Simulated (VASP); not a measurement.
# Cr (Im-3m) in VASP: further runs

The runs below take Cr through single point, with r2SCAN.

Program: VASP 6.6.1. These are calculated values, not measurements. Logs are shortened: lines on timing, memory, paths and dates and some standing lists are left out, and cuts for length are marked.

### Step 1. The cell of the first run

It takes space group Im-3m (No. 229, cubic). The conventional cell has a = 2.829 Å, b = 2.829 Å, c = 2.829 Å, α = 90.00°, β = 90.00°, γ = 90.00°. Within 3.2 Å of Cr (site symmetry m-3m) lie 14 Cr at 2.45 to 2.83 Å.

### Step 2. Single point, r2SCAN, collinear spin, antiferromagnetic start

File POSCAR:

```
Cr
1.0
    0.0000000000      2.8290635676      0.0000000000
    2.8290635676      0.0000000000      0.0000000000
    2.8290635676      2.8290635676     -2.8290635676
Cr
2
Direct
    0.0000000000      0.0000000000      0.0000000000
    0.0000000000      0.0000000000      0.5000000000
```

File INCAR.step1:

```
ALGO = Normal
EDIFF = 1E-4
ENCUT = 520
GGA = PE
ISMEAR = 0
ISPIN = 2
LASPH = True
LCHARG = False
LMAXMIX = 4
LREAL = False
LWAVE = True
MAGMOM = 2 -2
NBANDS = 23
NELM = 150
PREC = Accurate
SIGMA = 0.05
```

File INCAR.step2:

```
ALGO = Normal
EDIFF = 1E-7
ENCUT = 520
ISIF = 2
ISMEAR = 0
ISPIN = 2
ISTART = 1
LASPH = True
LCHARG = False
LMAXMIX = 4
LMIXTAU = True
LORBIT = 11
LREAL = False
LWAVE = False
MAGMOM = 2 -2
METAGGA = R2SCAN
NBANDS = 23
NELM = 150
PREC = Accurate
SIGMA = 0.05
```

File KPOINTS:

```
k-points
0
Gamma
  20 20 10
```

Potentials or basis: VASP PAW PBE potentials, release 64 (Cr_pv).

On the command line:

```console
$ cat potpaw_PBE.64/Cr_pv/POTCAR > POTCAR
$ cp INCAR.step1 INCAR
$ mpirun -np 1 vasp_std > vasp.out
$ cp INCAR.step2 INCAR
$ mpirun -np 1 vasp_std > vasp.out
```

OUTCAR:

```text
EDIFF = 1E-7
   ENCUT = 520
   ISIF = 2
   ISMEAR = 0
   ISPIN = 2
   ISTART = 1
   LASPH = True
   LORBIT = 11
   LREAL = False
   METAGGA = R2SCAN
   NELM = 150
   PREC = Accurate

 ion  position               nearest neighbor table
   1  0.000  0.000  0.000-   2 2.45   2 2.45   2 2.45   2 2.45   2 2.45   2 2.45   2 2.45   2 2.45

   2  0.000  0.000  0.500-   1 2.45   1 2.45   1 2.45   1 2.45   1 2.45   1 2.45   1 2.45   1 2.45

  LATTYP: Found a simple cubic cell.
 ALAT       =     2.8290635676

  Lattice vectors:

 A1 = (   0.0000000000,   2.8290635676,   0.0000000000)
 A2 = (   2.8290635676,   0.0000000000,   0.0000000000)
 A3 = (   0.0000000000,   0.0000000000,  -2.8290635676)

Analysis of symmetry for initial positions (statically):
=====================================================================
 Subroutine PRICEL returns following result:

  LATTYP: Found a body centered cubic cell.
 ALAT       =     2.8290635676

  Lattice vectors:

 A1 = (  -1.4145317838,  -1.4145317838,  -1.4145317838)
 A2 = (  -1.4145317838,   1.4145317838,   1.4145317838)
 A3 = (   1.4145317838,   1.4145317838,  -1.4145317838)

   2 primitive cells build up your supercell.

 Routine SETGRP: Setting up the symmetry group for a
 simple cubic supercell.

 Subroutine GETGRP returns: Found 48 space group operations
 (whereof 48 operations were pure point group operations)
 out of a pool of 48 trial point group operations.

The static configuration has the point symmetry O_h .

Analysis of symmetry for dynamics (positions and initial velocities):
=====================================================================
 Subroutine PRICEL returns following result:

  LATTYP: Found a body centered cubic cell.
 ALAT       =     2.8290635676

  Lattice vectors:

 A1 = (  -1.4145317838,  -1.4145317838,  -1.4145317838)
 A2 = (  -1.4145317838,   1.4145317838,   1.4145317838)
 A3 = (   1.4145317838,   1.4145317838,  -1.4145317838)

   2 primitive cells build up your supercell.

 Routine SETGRP: Setting up the symmetry group for a
 simple cubic supercell.

 Subroutine GETGRP returns: Found 48 space group operations
 (whereof 48 operations were pure point group operations)
 out of a pool of 48 trial point group operations.

The dynamic configuration has the point symmetry O_h .

Analysis of structural, dynamic, and magnetic symmetry:
=====================================================================
 Subroutine PRICEL returns following result:

  LATTYP: Found a body centered cubic cell.
 ALAT       =     2.8290635676

  Lattice vectors:

 A1 = (  -1.4145317838,  -1.4145317838,  -1.4145317838)
 A2 = (  -1.4145317838,   1.4145317838,   1.4145317838)
 A3 = (   1.4145317838,   1.4145317838,  -1.4145317838)

   2 primitive cells build up your supercell.

 Routine SETGRP: Setting up the symmetry group for a
 simple cubic supercell.

 Subroutine GETGRP returns: Found 48 space group operations
 (whereof 48 operations were pure point group operations)
 out of a pool of 48 trial point group operations.

The overall configuration has the point symmetry O_h .

 Subroutine INISYM returns: Found 48 space group operations
 (whereof 48 operations are pure point group operations),
 and found     2 'primitive' translations

----------------------------------------------------------------------------------------

                                     Primitive cell

  volume of cell :      11.3213

  direct lattice vectors                    reciprocal lattice vectors
    -1.414531784 -1.414531784 -1.414531784    -0.353473853  0.000000000 -0.353473853
    -1.414531784  1.414531784  1.414531784    -0.353473853  0.353473853  0.000000000
     1.414531784  1.414531784 -1.414531784     0.000000000  0.353473853 -0.353473853

  length of vectors
     2.450040918  2.450040918  2.450040918     0.499887517  0.499887517  0.499887517

  position of ions in fractional coordinates (direct lattice)
     0.000000000  0.000000000  0.000000000

  ion indices of the primitive-cell ions
   primitive index   ion index
                 1           1

----------------------------------------------------------------------------------------

 KPOINTS: k-points

Automatic generation of k-mesh.
 Grid dimensions read from file:
 generate k-points for:   20   20   10

 Generating k-lattice:

  Cartesian coordinates                     Fractional coordinates (reciprocal lattice)
     0.000000000  0.017673693  0.017673693     0.050000000  0.000000000  0.000000000
     0.017673693  0.000000000  0.017673693     0.000000000  0.050000000  0.000000000
     0.000000000  0.000000000 -0.035347385     0.000000000  0.000000000  0.100000000

  Length of vectors
     0.024994376  0.024994376  0.035347385

  Shift w.r.t. Gamma in fractional coordinates (k-lattice)
     0.000000000  0.000000000  0.000000000

 Subroutine IBZKPT returns following result:
 ===========================================

 Found    146 irreducible k-points:

 Following reciprocal coordinates:
            Coordinates               Weight
  0.000000  0.000000  0.000000      1.000000
  0.050000  0.000000  0.000000     12.000000
  0.100000  0.000000  0.000000     12.000000
  0.150000  0.000000  0.000000     12.000000
  0.200000  0.000000  0.000000     12.000000
  0.250000  0.000000  0.000000     12.000000
[... 16 lines left out ...]
  0.200000  0.100000  0.000000     48.000000
  0.250000  0.100000 -0.000000     48.000000
 [... further k-points ...]
   k-points           NKPTS =    146   k-points in BZ     NKDIM =    146   number of bands    NBANDS=     23
   number of dos      NEDOS =    301   number of ions     NIONS =      2
   total plane-waves  NPLWV =  20736
   dimension x,y,z NGX =    24 NGY =   24 NGZ =   36
   dimension x,y,z NGXF=    48 NGYF=   48 NGZF=   72
   ions per type =               2
   NGX,Y,Z   is equivalent  to a cutoff of  14.10, 14.10, 12.21 a.u.
   NGXF,Y,Z  is equivalent  to a cutoff of  28.21, 28.21, 24.43 a.u.
 SYSTEM =  unknown system
   PREC   = accura    normal or accurate (medium, high low for compatibility)
   ISTART =      1    job   : 0-new  1-cont  2-samecut
   ICHARG =      0    charge: 1-file 2-atom 10-const
   ISPIN  =      2    spin polarized calculation?
   LNONCOLLINEAR =      F non collinear calculations
   LSORBIT =      F    spin-orbit coupling
   LASPH  =      T    aspherical Exc in radial PAW
   ENCUT  =  520.0 eV  38.22 Ry    6.18 a.u.   5.26  5.26  9.11*2*pi/ulx,y,z
   NELM   =    150;   NELMIN=  2; NELMDL=  0     # of ELM steps
   EDIFF  = 0.1E-06   stopping-criterion for ELM
   LREAL  =      F    real-space projection
   EDIFFG = 0.1E-05   stopping-criterion for IOM
   NSW    =      0    number of steps for IOM
   IBRION =     -1    ionic relax: 0-MD 1-quasi-New 2-CG
   NFREE  =      0    steps in history (QN), initial steepest desc. (CG)
   ISIF   =      2    stress and relaxation
   ISYM   =      2    0-nonsym 1-usesym 2-fastsym
   POTIM  = 0.5000    time-step for ionic-motion
   TEBEG  =    0.0;   TEEND  =   0.0 temperature during run
   PSTRESS=    0.0 pullay stress
   NELECT =      24.0000    total number of electrons
   NUPDOWN=      -1.0000    fix difference up-down
   EMIN   =  10.00;   EMAX   =-10.00  energy-range for DOS
   EFERMI =   0.00;   METHOD = LEGACY
   ISMEAR =     0;   SIGMA  =   0.05  broadening in eV -4-tet -1-fermi 0-gaus
   EFERMI_NEDOS =   21; number of points for ismear=-14 and -15
   IALGO  =     38    algorithm
   IMIX   =      4    mixing-type and parameters
     AMIX     =   0.40;   BMIX     =  1.00
     AMIX_MAG =   1.60;   BMIX_MAG =  1.00
  volume/ion in A,a.u.               =      11.32        76.40
  Fermi-wavevector in a.u.,A,eV,Ry     =   1.669178  3.154288 37.907923  2.786154
  Thomas-Fermi vector in A             =   2.754896
   LORBIT       =     11    0 simple, 1 ext, 2 COOP (PROOUT), +10 PAW based schemes
   METAGGA = R2SCAN    functional components
   LHFCALC =     F    Hartree Fock is set to
   AEXX    =    0.0000 exact exchange contribution
   IVDW    =     0    specifies the selected vdW correction
   LEPSILON=     F    determine dielectric tensor
   LRPA    =     F    only Hartree local field effects (RPA)
 spin polarized calculation
 Gauss-broadening in eV      SIGMA  =   0.05
  energy-cutoff  :      520.00
  volume of cell :       22.64
 maximum number of plane-waves:       624
 NGX is ok and might be reduce to    24
   NGX = 11   NGY = 11   NGZ = 19

 number of electron      24.0000003 magnetization       0.0000000

 number of electron      24.0000003 magnetization      -0.0000000

 Free energy of the ion-electron system (eV)
  ---------------------------------------------------
  ext. energy  EPLUGINS =         0.00000000
  ---------------------------------------------------
  free energy    TOTEN  =       -29.94874936 eV

  energy without entropy =      -29.94803110  energy(sigma->0) =      -29.94839023

 E-fermi :  11.3548     XC(G=0): -15.0342

 val. band max:       11.3494465672   @ k =  -0.1000   0.5000   0.3000
 cond. band min:      11.3561633695   @ k =   0.4000   0.0500   0.0000
 fundamental gap:      0.0067168022
 Fermi energy:        11.3547560614

 spin component 1

 k-point     1 :       0.0000    0.0000    0.0000
  band No.  band energies     occupation
      1     -34.3562      1.00000
      2     -34.3562      1.00000
      3     -34.3561      1.00000
      4     -31.7158      1.00000
      5     -31.7157      1.00000
      6     -31.7155      1.00000
[... 613 lines left out ...]
     22      26.6583      0.00000
     23      27.2746      0.00000

 [... further k-points ...]

 spin component 2

 k-point     1 :       0.0000    0.0000    0.0000
  band No.  band energies     occupation
      1     -34.3562      1.00000
      2     -34.3562      1.00000
      3     -34.3561      1.00000
      4     -31.7158      1.00000
      5     -31.7157      1.00000
      6     -31.7155      1.00000
[... 613 lines left out ...]
     22      26.6583      0.00000
     23      27.2746      0.00000

 [... further k-points ...]

------------------------ aborting loop because EDIFF is reached ----------------------------------------

  FORCE on cell =-STRESS in cart. coord.  units (eV):
  Direction    XX          YY          ZZ          XY          YZ          ZX
  --------------------------------------------------------------------------------------
  -------------------------------------------------------------------------------------
  Total        2.9317302      2.9317302      2.9317302      0.0000000      0.0000000     -0.0000000
  in kB      207.4466689    207.4466689    207.4466689      0.0000000      0.0000000     -0.0000000
  external PRESSURE =     207.4466689 kB  Pullay stress =       0.0000000 kB

 VOLUME and BASIS-vectors are now :
 -----------------------------------------------------------------------------
  energy-cutoff  :      520.00
  volume of cell :       22.64
      direct lattice vectors                 reciprocal lattice vectors
     0.000000000  2.829063568  0.000000000     0.000000000  0.353473853  0.353473853
     2.829063568  0.000000000  0.000000000     0.353473853  0.000000000  0.353473853
     2.829063568  2.829063568 -2.829063568     0.000000000  0.000000000 -0.353473853

 POSITION                                       TOTAL-FORCE (eV/Angst)
 -----------------------------------------------------------------------------------
      0.00000      0.00000      0.00000         0.000000      0.000000      0.000000
      1.41453      1.41453     -1.41453        -0.000000     -0.000000      0.000000
 -----------------------------------------------------------------------------------
    total drift:                                0.000000      0.000000     -0.000000

  FREE ENERGIE OF THE ION-ELECTRON SYSTEM (eV)
  ---------------------------------------------------
  free  energy   TOTEN  =       -29.9487493561 eV

  energy  without entropy=      -29.9480311038  energy(sigma->0) =      -29.94839023

 total charge

# of ion       s       p       d       tot
------------------------------------------
    1        0.698   6.436   4.203  11.337
    2        0.698   6.436   4.203  11.337
--------------------------------------------------
tot          1.396  12.872   8.405  22.673

 magnetization (x)

# of ion       s       p       d       tot
------------------------------------------
    1        0.065   0.032   1.927   2.024
    2       -0.065  -0.032  -1.927  -2.024
--------------------------------------------------
tot          0.000   0.000   0.000   0.000
```

Run time: 14 min. Hardware: 1 thread of Oxide Virtual Turin-like, shared host; peak memory 0.22 GiB.

Results:

* Free energy: -29.9487 eV
* Pressure: 20.7 GPa
* Band gap on the k mesh: zero (filled and empty bands overlap)
* Net moment: 0.00 μB per cell
* Site moments: Cr +2.02, -2.02 μB
* Valence electrons inside the program's atomic spheres: Cr 11.34

Caveat: the PAW data sets were made with another functional, which shifts forces and pressure a little.

### Step 3. Single point, r2SCAN, collinear spin, antiferromagnetic start

This run uses another cell than the first one, of 12.68 Å³/atom, 1.120 times its volume.

File POSCAR:

```
Cr
1.0
    0.0000000000      2.9379791777      0.0000000000
    2.9379791777      0.0000000000      0.0000000000
    2.9379791777      2.9379791777     -2.9379791777
Cr
2
Direct
    0.0000000000      0.0000000000      0.0000000000
    0.0000000000      0.0000000000      0.5000000000
```

File INCAR.step1:

```
ALGO = Normal ; EDIFF = 1E-4
ENCUT = 520 ; GGA = PE
ISMEAR = 0 ; ISPIN = 2
LASPH = True ; LCHARG = False
LMAXMIX = 4 ; LREAL = False
LWAVE = True ; MAGMOM = 2.05 -2.05
NBANDS = 23 ; NELM = 150
PREC = Accurate ; SIGMA = 0.05
```

File INCAR.step2:

```
ALGO = Normal ; EDIFF = 1E-6
ENCUT = 520 ; ISIF = 2
ISMEAR = 0 ; ISPIN = 2
ISTART = 1 ; LASPH = True
LCHARG = False ; LMAXMIX = 4
LMIXTAU = True ; LORBIT = 11
LREAL = False ; LWAVE = False
MAGMOM = 2.05 -2.05 ; METAGGA = R2SCAN
NBANDS = 23 ; NELM = 150
PREC = Accurate ; SIGMA = 0.05
```

KPOINTS is that of step 2.

Potentials or basis: VASP PAW PBE potentials, release 64 (Cr_pv).

On the command line:

```console
$ cat potpaw_PBE.64/Cr_pv/POTCAR > POTCAR
$ cp INCAR.step1 INCAR
$ mpirun -np 1 vasp_std > vasp.out
$ cp INCAR.step2 INCAR
$ mpirun -np 1 vasp_std > vasp.out
```

OUTCAR:

```text
EDIFF = 1E-6
   ENCUT = 520
   ISIF = 2
   ISMEAR = 0
   ISPIN = 2
   ISTART = 1
   LASPH = True
   LORBIT = 11
   LREAL = False
   METAGGA = R2SCAN
   NELM = 150
   PREC = Accurate

 ion  position               nearest neighbor table
   1  0.000  0.000  0.000-   2 2.54   2 2.54   2 2.54   2 2.54   2 2.54   2 2.54   2 2.54   2 2.54

   2  0.000  0.000  0.500-   1 2.54   1 2.54   1 2.54   1 2.54   1 2.54   1 2.54   1 2.54   1 2.54

  LATTYP: Found a simple cubic cell.
 ALAT       =     2.9379791777

  Lattice vectors:

 A1 = (   0.0000000000,   2.9379791777,   0.0000000000)
[... 1493 lines left out ...]
  external PRESSURE =      31.8660527 kB  Pullay stress =       0.0000000 kB

 VOLUME and BASIS-vectors are now :
 -----------------------------------------------------------------------------
  energy-cutoff  :      520.00
  volume of cell :       25.36
      direct lattice vectors                 reciprocal lattice vectors
     0.000000000  2.937979178  0.000000000     0.000000000  0.340370009  0.340370009
     2.937979178  0.000000000  0.000000000     0.340370009  0.000000000  0.340370009
     2.937979178  2.937979178 -2.937979178     0.000000000  0.000000000 -0.340370009

 POSITION                                       TOTAL-FORCE (eV/Angst)
 -----------------------------------------------------------------------------------
      0.00000      0.00000      0.00000        -0.000000     -0.000000      0.000000
      1.46899      1.46899     -1.46899         0.000000      0.000000     -0.000000
 -----------------------------------------------------------------------------------
    total drift:                               -0.000000     -0.000000      0.000000

  FREE ENERGIE OF THE ION-ELECTRON SYSTEM (eV)
  ---------------------------------------------------
  free  energy   TOTEN  =       -30.1393134816 eV

  energy  without entropy=      -30.1391491558  energy(sigma->0) =      -30.13923132

 total charge

# of ion       s       p       d       tot
------------------------------------------
    1        0.666   6.367   4.087  11.120
    2        0.666   6.367   4.087  11.120
--------------------------------------------------
tot          1.332  12.735   8.174  22.241

 magnetization (x)

# of ion       s       p       d       tot
------------------------------------------
    1        0.091   0.042   2.457   2.590
    2       -0.091  -0.042  -2.457  -2.590
--------------------------------------------------
tot          0.000   0.000  -0.000  -0.000
```

OUTCAR.step1:

```text
EDIFF = 1E-4
   ENCUT = 520
   GGA = PE
   ISMEAR = 0
   ISPIN = 2
[... 1521 lines left out ...]
 -----------------------------------------------------------------------------------
      0.00000      0.00000      0.00000        -0.000000      0.000000      0.000000
      1.46899      1.46899     -1.46899         0.000000     -0.000000     -0.000000
 -----------------------------------------------------------------------------------
    total drift:                               -0.000000     -0.000000      0.000000

  FREE ENERGIE OF THE ION-ELECTRON SYSTEM (eV)
  ---------------------------------------------------
  free  energy   TOTEN  =       -18.9980401413 eV

  energy  without entropy=      -18.9976338325  energy(sigma->0) =      -18.99783699
```

OSZICAR.step1:

```text
N       E                     dE             d eps       ncg     rms          rms(c)
DAV:   1     0.244501042990E+03    0.24450E+03   -0.13270E+04 13448   0.126E+03
DAV:   2    -0.139437395741E+02   -0.25844E+03   -0.24904E+03 13656   0.377E+02
DAV:   3    -0.219357190787E+02   -0.79920E+01   -0.79400E+01 16547   0.788E+01
DAV:   4    -0.220088439146E+02   -0.73125E-01   -0.73042E-01 15298   0.751E+00
DAV:   5    -0.220098576001E+02   -0.10137E-02   -0.10131E-02 14712   0.848E-01    0.177E+01
DAV:   6    -0.189142164262E+02    0.30956E+01   -0.99123E+00 14419   0.369E+01    0.641E+00
DAV:   7    -0.189893025140E+02   -0.75086E-01   -0.43208E-01 14419   0.656E+00    0.338E+00
DAV:   8    -0.189953704166E+02   -0.60679E-02   -0.30577E-02 14944   0.119E+00    0.109E+00
DAV:   9    -0.189949732222E+02    0.39719E-03   -0.81033E-02 15870   0.134E+00    0.510E-01
DAV:  10    -0.189968306829E+02   -0.18575E-02   -0.63000E-03 15224   0.471E-01    0.269E-01
DAV:  11    -0.189979035435E+02   -0.10729E-02   -0.12457E-02 15798   0.526E-01    0.162E-01
DAV:  12    -0.189980375863E+02   -0.13404E-03   -0.14472E-03 15488   0.178E-01    0.512E-02
DAV:  13    -0.189980401413E+02   -0.25550E-05   -0.83265E-05  7276   0.489E-02
   1 F= -.18998040E+02 E0= -.18997837E+02  d E =-.406309E-03  mag=     0.0000
```

Run time: 17 min. Hardware: 1 thread of Oxide Virtual Turin-like, shared host; peak memory 0.23 GiB.

What came out:

| Property | Result |
| --- | --- |
| Free energy | -30.1393 eV |
| Pressure | 3.2 GPa |
| Band gap on the k mesh | zero (filled and empty bands overlap) |
| Net moment | 0.00 μB per cell |
| Site moments | Cr +2.59, -2.59 μB |
| Valence electrons inside the program's atomic spheres | Cr 11.12 |

Levels at points of the mesh, in eV from the Fermi level:
Spin up:
```csv
k point,band 10,band 11,band 12,band 13,band 14,band 15
"(0.00, 0.00, 0.00)",-1.49,-1.49,-1.49,1.06,1.63,1.63
"(0.50, 0.00, 0.00)",-2.72,0.33,0.38,0.38,0.83,1.18
"(0.00, 0.00, 0.50)",-1.85,-1.85,-0.96,-0.27,0.94,1.17
"(0.50, 0.50, 0.50)",-1.44,-1.44,-1.44,0.38,0.38,1.02
```
Spin down:
```
           k point  band 9  band 10  band 11  band 12  band 13  band 14  band 15  band 16
(0.00, 0.00, 0.00)   -4.20    -1.49    -1.49    -1.49     1.06     1.63     1.63     3.15
(0.50, 0.00, 0.00)   -2.72    -2.72     0.33     0.38     0.38     0.83     1.18     1.83
(0.00, 0.00, 0.50)   -2.68    -1.85    -1.85    -0.96    -0.27     0.94     1.17     1.17
(0.50, 0.50, 0.50)   -3.40    -1.44    -1.44    -1.44     0.38     0.38     1.02     3.14
```

Caveat: the PAW data sets were made with another functional, which shifts forces and pressure a little.

[end of part 1 of 2]
